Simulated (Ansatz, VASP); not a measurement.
## SnO2 in VASP and in Ansatz

The input INCAR:

```
SYSTEM = SnO2
PREC = Accurate
ENCUT = 520
EDIFF = 1E-7
ISMEAR = 0
SIGMA = 0.05
LREAL = .False.
LASPH = .True.
NELM = 100
ALGO = Normal
ISIF = 2
LWAVE = .False.
LCHARG = .False.
GGA = PS
NBANDS = 35
```

File KPOINTS:

```
regular mesh
0
Gamma
  6 6 8
  0 0 0
```

The input POSCAR:

```
SnO2
1.0
    4.8083047542      0.0000000000      0.0000000000
    0.0000000000      4.8083047542      0.0000000000
    0.0000000000      0.0000000000      3.2380235508
Sn O
2 4
Direct
    0.0000000000      0.0000000000      0.0000000000
    0.5000000000      0.5000000000      0.5000000000
    0.3062980674      0.3062980674      0.0000000000
    0.1937019326      0.8062980674      0.5000000000
    0.6937019326      0.6937019326      0.0000000000
    0.8062980674      0.1937019326      0.5000000000
```

Input for Ansatz:

```yaml
crystal:
  lattice:
    - [4.8083047542, 0.0, 0.0]
    - [0.0, 4.8083047542, 0.0]
    - [0.0, 0.0, 3.2380235508]
  atoms:
    - { symbol: Sn, position: [0.0, 0.0, 0.0] }
    - { symbol: Sn, position: [0.5, 0.5, 0.5] }
    - { symbol: O, position: [0.3062980674, 0.3062980674, 0.0] }
    - { symbol: O, position: [0.1937019326, 0.8062980674, 0.5] }
    - { symbol: O, position: [0.6937019326, 0.6937019326, 0.0] }
    - { symbol: O, position: [0.8062980674, 0.1937019326, 0.5] }
basis:
  ecutwfc: 520.0
kpoints:
  mp_grid: { grid: [6, 6, 8] }
hamiltonian:
  xc: pbesol
  pseudopotentials: { kind: paw, azcp: { folder: soft_1 } }
scf:
  occupations: { method: gaussian, width: 0.05 }
output:
  forces: true
  stress: true
  eigenvalues: true
```

Change from the starting cell: mode 4 frozen in at +0.000 Å, equal normal strain along x, y and z +0.0083.

Alike in both runs: task single point; functional PBEsol; k mesh 6 × 6 × 8; occupations gaussian, width 0.05 eV; no spin polarisation.

|  | VASP | Ansatz |
| --- | --- | --- |
| version | VASP 6.6.1 | Ansatz 0.2.0 |
| potentials or method | VASP PAW PBE potentials, release 64 (Sn_d, O), cutoff 520 eV | scalar-relativistic, plane waves, PAW |
| valence electrons in the cell | 52 | 52 |

|  | VASP | Ansatz | Ansatz less VASP |
| --- | --- | --- | --- |
| gap on the k mesh at the Fermi level (eV) | 0.64 | 0.65 | +0.007 |
| least direct gap on the mesh (eV) | 0.64 | 0.65 | +0.007 |
| pressure (GPa) | -4.0 | -4.7 | -0.65 |
| traceless stress, the component that is largest in VASP (GPa) | -0.69 | -0.92 | -0.228 |
| rms of the force components (eV/Å) | 0.030 | 0.039 | +0.0089 |

VASP's potentials were made for PBE, not for PBEsol, and Ansatz warns of the same on its side. Atom by atom the forces differ by 0.009 eV/Å (rms over components). The functional is the same, so the differences come from potentials, cutoffs and numerics.
